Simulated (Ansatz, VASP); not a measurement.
SnSe in VASP and in Ansatz

```xyz
2
Lattice="0.0903 3.0551 3.0551 3.0551 0.0903 3.0551 3.0551 3.0551 0.0903" Properties=species:S:1:pos:R:3 pbc="T T T"
Sn    0.0000    0.0000    0.0000
Se    3.1003    3.1003    3.1003
```

Change from the starting cell: equal xy, yz and zx shear strains of +3 %.

Alike in both runs: task single point; functional PBE; k mesh 9 × 9 × 9; occupations fermi-dirac, width 0.02 eV; no spin polarisation.

|  | VASP | Ansatz |
| --- | --- | --- |
| version | VASP 6.6.1 | Ansatz 0.2.0 |
| potentials or method | VASP PAW PBE potentials, release 64 (Sn_d, Se), cutoff 520 eV | all-electron LAPW, scalar-relativistic |

```tsv
	VASP	Ansatz	Ansatz less VASP
pressure (GPa)	1.0	1.0	0.00
traceless stress, the component that is largest in VASP (GPa)	-0.58	-0.58	-0.001
```

Ansatz ran all-electron here, and VASP with PAW potentials.
